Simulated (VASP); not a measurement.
# Sn in VASP: single point with PBE+D3(BJ)

Aim: the single point of Sn with PBE+D3(BJ).

All numbers are computed with VASP 6.6.1; they aren't measurements. Logs are shortened: lines on timing, memory, paths and dates and some standing lists are left out, and cuts for length are marked.

## (1) The cell of the first run

The cell holds a slab with vacuum, 16 atoms: a = 9.296 Å, b = 9.296 Å, c = 20.744 Å, α = 90.00°, β = 90.00°, γ = 120.00°.

## (2) Single point, PBE+D3(BJ)

Input file INCAR:

```
ALGO     = Normal         # electronic algorithm
DIPOL    = 0.5 0.5 0.502
EDIFF    = 1E-6           # SCF threshold, eV
ENCUT    = 520            # plane-wave cutoff, eV
GGA      = PE             # functional
IDIPOL   = 3            
ISIF     = 2              # what is computed and relaxed
ISMEAR   = 0              # smearing method
IVDW     = 12             # dispersion correction
LASPH    = True           # aspherical terms in the spheres
LCHARG   = False          # write CHGCAR
LDIPOL   = True         
LREAL    = Auto         
LWAVE    = False          # write WAVECAR
NBANDS   = 126            # bands
NELM     = 80             # most SCF steps
PREC     = Accurate       # precision mode
SIGMA    = 0.1            # smearing width, eV
```

Input file KPOINTS:

```
k-points
0
Gamma
  3 3 1
```

Input file POSCAR:

```
Sn
1.0
    9.2964173513      0.0000000000      0.0000000000
   -4.6482086756      8.0509335904      0.0000000000
    0.0000000000      0.0000000000     20.7440581139
Sn
16
Direct
    0.6666666667      0.3333333333      0.3856526026
    0.6666666667      0.8333333333      0.3856526026
    0.1666666667      0.3333333333      0.3856526026
    0.1666666667      0.8333333333      0.3856526026
    0.5000000000      0.5000000000      0.4313915616
    0.5000000000      0.0000000000      0.4313915616
    0.0000000000      0.5000000000      0.4313915616
    0.0000000000      0.0000000000      0.4313915616
    0.0000000000      0.5000000000      0.5735933721
    0.0000000000      0.0000000000      0.5735933721
    0.5000000000      0.5000000000      0.5735933721
    0.5000000000      0.0000000000      0.5735933721
    0.8333333333      0.6666666667      0.6188308742
    0.8333333333      0.1666666667      0.6188308742
    0.3333333333      0.6666666667      0.6188308742
    0.3333333333      0.1666666667      0.6188308742
```

Potentials or basis: VASP PAW PBE potentials, release 64 (Sn_d).

Command:

```sh
cat potpaw_PBE.64/Sn_d/POTCAR > POTCAR
mpirun -np 1 vasp_std > vasp.out
```

OUTCAR:

```text
EDIFF = 1E-6
   ENCUT = 520
   GGA = PE
   ISIF = 2
   ISMEAR = 0
   IVDW = 12
   LASPH = True
   LREAL = Auto
   NELM = 80
   PREC = Accurate
 IVDW          = 12

 ion  position               nearest neighbor table
   1  0.667  0.333  0.386-   6 2.85   7 2.85   5 2.85
   2  0.667  0.833  0.386-   5 2.85   8 2.85   6 2.85
   3  0.167  0.333  0.386-   8 2.85   5 2.85   7 2.85
   4  0.167  0.833  0.386-   7 2.85   6 2.85   8 2.85
   5  0.500  0.500  0.431-   2 2.85   3 2.85   1 2.85  11 2.95
   6  0.500  0.000  0.431-   1 2.85   4 2.85   2 2.85  12 2.95
   7  0.000  0.500  0.431-   4 2.85   1 2.85   3 2.85   9 2.95
   8  0.000  0.000  0.431-   3 2.85   2 2.85   4 2.85  10 2.95
   9  0.000  0.500  0.574-  14 2.84  15 2.84  13 2.84   7 2.95
  10  0.000  0.000  0.574-  13 2.84  16 2.84  14 2.84   8 2.95
  11  0.500  0.500  0.574-  16 2.84  13 2.84  15 2.84   5 2.95
  12  0.500  0.000  0.574-  15 2.84  14 2.84  16 2.84   6 2.95
  13  0.833  0.667  0.619-  10 2.84  11 2.84   9 2.84
  14  0.833  0.167  0.619-   9 2.84  12 2.84  10 2.84
  15  0.333  0.667  0.619-  12 2.84   9 2.84  11 2.84
  16  0.333  0.167  0.619-  11 2.84  10 2.84  12 2.84

  LATTYP: Found a hexagonal cell.
 ALAT       =     9.2964173513
 C/A-ratio  =     2.2314034891

  Lattice vectors:

 A1 = (   9.2964173513,   0.0000000000,   0.0000000000)
 A2 = (  -4.6482086756,   8.0509335904,   0.0000000000)
 A3 = (   0.0000000000,   0.0000000000,  20.7440581139)

Analysis of symmetry for initial positions (statically):
=====================================================================
 Subroutine PRICEL returns following result:

  LATTYP: Found a hexagonal cell.
 ALAT       =     4.6482086757
 C/A-ratio  =     4.4628069782

  Lattice vectors:

 A1 = (   4.6482086757,   0.0000000000,   0.0000000000)
 A2 = (  -2.3241043378,   4.0254667952,   0.0000000000)
 A3 = (   0.0000000000,   0.0000000000,  20.7440581139)

   4 primitive cells build up your supercell.

 Routine SETGRP: Setting up the symmetry group for a
 hexagonal supercell.

 Subroutine GETGRP returns: Found  6 space group operations
 (whereof  6 operations were pure point group operations)
 out of a pool of 24 trial point group operations.

The static configuration has the point symmetry C_3v.

Analysis of symmetry for dynamics (positions and initial velocities):
=====================================================================
 Subroutine PRICEL returns following result:

  LATTYP: Found a hexagonal cell.
 ALAT       =     4.6482086757
 C/A-ratio  =     4.4628069782

  Lattice vectors:

 A1 = (   4.6482086757,   0.0000000000,   0.0000000000)
 A2 = (  -2.3241043378,   4.0254667952,   0.0000000000)
 A3 = (   0.0000000000,   0.0000000000,  20.7440581139)

   4 primitive cells build up your supercell.

 Routine SETGRP: Setting up the symmetry group for a
 hexagonal supercell.

 Subroutine GETGRP returns: Found  6 space group operations
 (whereof  6 operations were pure point group operations)
 out of a pool of 24 trial point group operations.

The dynamic configuration has the point symmetry C_3v.

 Subroutine INISYM returns: Found  6 space group operations
 (whereof  6 operations are pure point group operations),
 and found     4 'primitive' translations

----------------------------------------------------------------------------------------

                                     Primitive cell

  volume of cell :     388.1464

  direct lattice vectors                    reciprocal lattice vectors
     4.648208676  0.000000000  0.000000000     0.215136641  0.124209197  0.000000000
    -2.324104338  4.025466795  0.000000000     0.000000000  0.248418395  0.000000000
     0.000000000  0.000000000 20.744058114     0.000000000  0.000000000  0.048206575

  length of vectors
     4.648208676  4.648208676 20.744058114     0.248418395  0.248418395  0.048206575

  position of ions in fractional coordinates (direct lattice)
     0.333333333  0.666666667  0.385652603
     1.000000000  1.000000000  0.431391562
     1.000000000  1.000000000  0.573593372
     0.666666667  0.333333333  0.618830874

  ion indices of the primitive-cell ions
   primitive index   ion index
                 1           1
                 2           5
                 3          11
                 4          14

----------------------------------------------------------------------------------------

 KPOINTS: k-points

Automatic generation of k-mesh.
 Grid dimensions read from file:
 generate k-points for:    3    3    1

 Generating k-lattice:

  Cartesian coordinates                     Fractional coordinates (reciprocal lattice)
     0.035856107  0.020701533  0.000000000     0.333333333  0.000000000  0.000000000
     0.000000000  0.041403066  0.000000000     0.000000000  0.333333333  0.000000000
     0.000000000  0.000000000  0.048206575     0.000000000  0.000000000  1.000000000

  Length of vectors
     0.041403066  0.041403066  0.048206575

  Shift w.r.t. Gamma in fractional coordinates (k-lattice)
     0.000000000  0.000000000  0.000000000

 Subroutine IBZKPT returns following result:
 ===========================================

 Found      3 irreducible k-points:

 Following reciprocal coordinates:
            Coordinates               Weight
  0.000000  0.000000  0.000000      1.000000
  0.333333  0.000000  0.000000      6.000000
  0.333333  0.333333  0.000000      2.000000
   k-points           NKPTS =      3   k-points in BZ     NKDIM =      3   number of bands    NBANDS=    126
   number of dos      NEDOS =    301   number of ions     NIONS =     16
   total plane-waves  NPLWV = 784000
   dimension x,y,z NGX =    70 NGY =   70 NGZ =  160
   dimension x,y,z NGXF=   140 NGYF=  140 NGZF=  320
   ions per type =              16
   NGX,Y,Z   is equivalent  to a cutoff of  12.52, 12.52, 12.82 a.u.
   NGXF,Y,Z  is equivalent  to a cutoff of  25.04, 25.04, 25.65 a.u.
 SYSTEM =  unknown system
   PREC   = accura    normal or accurate (medium, high low for compatibility)
   ISTART =      0    job   : 0-new  1-cont  2-samecut
   ICHARG =      2    charge: 1-file 2-atom 10-const
   ISPIN  =      1    spin polarized calculation?
   LNONCOLLINEAR =      F non collinear calculations
   LSORBIT =      F    spin-orbit coupling
   LASPH  =      T    aspherical Exc in radial PAW
   ENCUT  =  520.0 eV  38.22 Ry    6.18 a.u.  17.29 17.29 38.57*2*pi/ulx,y,z
   NELM   =     80;   NELMIN=  2; NELMDL= -5     # of ELM steps
   EDIFF  = 0.1E-05   stopping-criterion for ELM
   LREAL  =      T    real-space projection
   EDIFFG = 0.1E-04   stopping-criterion for IOM
   NSW    =      0    number of steps for IOM
   IBRION =     -1    ionic relax: 0-MD 1-quasi-New 2-CG
   NFREE  =      0    steps in history (QN), initial steepest desc. (CG)
   ISIF   =      2    stress and relaxation
   ISYM   =      2    0-nonsym 1-usesym 2-fastsym
   POTIM  = 0.5000    time-step for ionic-motion
   TEBEG  =    0.0;   TEEND  =   0.0 temperature during run
   PSTRESS=    0.0 pullay stress
   NELECT =     224.0000    total number of electrons
   NUPDOWN=      -1.0000    fix difference up-down
   EMIN   =  10.00;   EMAX   =-10.00  energy-range for DOS
   EFERMI =   0.00;   METHOD = LEGACY
   ISMEAR =     0;   SIGMA  =   0.10  broadening in eV -4-tet -1-fermi 0-gaus
   EFERMI_NEDOS =   21; number of points for ismear=-14 and -15
   IALGO  =     38    algorithm
   IMIX   =      4    mixing-type and parameters
     AMIX     =   0.40;   BMIX     =  1.00
     AMIX_MAG =   1.60;   BMIX_MAG =  1.00
  volume/ion in A,a.u.               =      97.04       654.84
  Fermi-wavevector in a.u.,A,eV,Ry     =   0.858629  1.622574 10.030815  0.737244
  Thomas-Fermi vector in A             =   1.975862
   LORBIT       =      0    0 simple, 1 ext, 2 COOP (PROOUT), +10 PAW based schemes
   GGA     = PE    functional components
   LHFCALC =     F    Hartree Fock is set to
   AEXX    =    0.0000 exact exchange contribution
   IVDW    =    12    specifies the selected vdW correction
   LEPSILON=     F    determine dielectric tensor
   LRPA    =     F    only Hartree local field effects (RPA)
 non-spin polarized calculation
 Gauss-broadening in eV      SIGMA  =   0.10
  energy-cutoff  :      520.00
  volume of cell :     1552.59
 maximum number of plane-waves:     41849
 NGX is ok and might be reduce to    70
   NGX = 35   NGY = 35   NGZ = 77

 dipolmoment           0.000000      0.000000      0.008164 electrons x Angstroem

 number of electron     223.9999982 magnetization

 dipolmoment           0.000000      0.000000     -0.003165 electrons x Angstroem

 Free energy of the ion-electron system (eV)
  ---------------------------------------------------
  ext. energy  EPLUGINS =         0.00000000
  ---------------------------------------------------
  free energy    TOTEN  =       -56.35543276 eV

  energy without entropy =      -56.33960589  energy(sigma->0) =      -56.34751933

 E-fermi :  -0.8927     XC(G=0):  -3.8406

 val. band max:       -0.9961504821   @ k =   0.3333   0.3333   0.0000
 cond. band min:      -0.8164447266   @ k =   0.0000   0.0000   0.0000
 fundamental gap:      0.1797057554
 Fermi energy:        -0.8926550002

 k-point     1 :       0.0000    0.0000    0.0000
  band No.  band energies     occupation
      1     -22.2987      2.00000
      2     -22.2987      2.00000
      3     -22.2987      2.00000
      4     -22.2665      2.00000
      5     -22.2665      2.00000
      6     -22.2665      2.00000
[... 116 lines left out ...]
    123       0.6086      0.00000
    124       0.6086      0.00000

 k-point     2 :       0.3333    0.0000    0.0000
  band No.  band energies     occupation
      1     -22.2991      2.00000
      2     -22.2991      2.00000
      3     -22.2954      2.00000
      4     -22.2800      2.00000
      5     -22.2762      2.00000
      6     -22.2762      2.00000
[... 116 lines left out ...]
    123       1.8080      0.00000
    124       1.8080      0.00000

 k-point     3 :       0.3333    0.3333    0.0000
  band No.  band energies     occupation
      1     -22.3011      2.00000
      2     -22.2924      2.00000
      3     -22.2924      2.00000
      4     -22.2924      2.00000
      5     -22.2841      2.00000
      6     -22.2715      2.00000
[... 116 lines left out ...]
    123       1.8238      0.00000
    124       2.0392      0.00000
 [bands above 124 left out]

------------------------ aborting loop because EDIFF is reached ----------------------------------------

 vacuum level on the upper side and lower side of the slab       (xc-potential included)        -0.119        -0.113

 Edisp (eV)   -3.52374

 E8    (eV) :    -1.7716

  FORCE on cell =-STRESS in cart. coord.  units (eV):
  Direction    XX          YY          ZZ          XY          YZ          ZX
  --------------------------------------------------------------------------------------
  -------------------------------------------------------------------------------------
  Total      -1.11909    -1.11909    -0.45159    -0.00000     0.00000    -0.00000
  in kB      -1.15484    -1.15484    -0.46602    -0.00000     0.00000    -0.00000
  external pressure =       -0.93 kB  Pullay stress =        0.00 kB

 VOLUME and BASIS-vectors are now :
 -----------------------------------------------------------------------------
  energy-cutoff  :      520.00
  volume of cell :     1552.59
      direct lattice vectors                 reciprocal lattice vectors
     9.296417351  0.000000000  0.000000000     0.107568320  0.062104599  0.000000000
    -4.648208676  8.050933590  0.000000000     0.000000000  0.124209197  0.000000000
     0.000000000  0.000000000 20.744058114     0.000000000  0.000000000  0.048206575

 POSITION                                       TOTAL-FORCE (eV/Angst)
 -----------------------------------------------------------------------------------
      4.64821      2.68364      8.00000         0.000000     -0.000000      0.017786
      2.32410      6.70911      8.00000         0.000000      0.000000      0.017786
      0.00000      2.68364      8.00000         0.000000      0.000000      0.017786
     -2.32410      6.70911      8.00000         0.000000      0.000000      0.017786
      2.32410      4.02547      8.94881        -0.000000     -0.000000     -0.029354
      4.64821      0.00000      8.94881        -0.000000      0.000000     -0.029354
[... 8 lines left out ...]
     -0.00000      5.36729     12.83706         0.000000      0.000000      0.003528
      2.32410      1.34182     12.83706         0.000000     -0.000000      0.003528
 -----------------------------------------------------------------------------------
    total drift:                               -0.000000      0.000000      0.033374

  FREE ENERGIE OF THE ION-ELECTRON SYSTEM (eV)
  ---------------------------------------------------
  free  energy   TOTEN  =       -59.8791713518 eV

  energy  without entropy=      -59.8633444815  energy(sigma->0) =      -59.87125792

 vacuum level on the upper side and lower side of the slab         3.277         3.283
```

It took 41 min on 1 thread of Intel Xeon 8259CL, shared host; peak memory 1.5 GiB.

What came out:

```yaml
Free_energy: -59.8792 eV
Largest_force: 0.029 eV/Å
Band_gap_on_the_k_mesh: zero (bands 112 and 113 overlap by 0.18 eV)
Dispersion_energy_per_atom: -0.220 eV
```

Forces on the atoms (eV/Å):
```
Sn   0.000  0.000  0.018
Sn   0.000  0.000  0.018
Sn   0.000  0.000  0.018
Sn   0.000  0.000  0.018
Sn   0.000  0.000 -0.029
Sn   0.000  0.000 -0.029
Sn   0.000  0.000 -0.029
Sn   0.000  0.000 -0.029
Sn   0.000  0.000  0.008
Sn   0.000  0.000  0.008
Sn   0.000  0.000  0.008
Sn   0.000  0.000  0.008
Sn   0.000  0.000  0.004
Sn   0.000  0.000  0.004
Sn   0.000  0.000  0.004
Sn   0.000  0.000  0.004
```

Caveat: spin-orbit coupling is left out, which moves the levels of the heavy elements.

The gap in the log of VASP goes by the Fermi energy; the results here count the filled bands.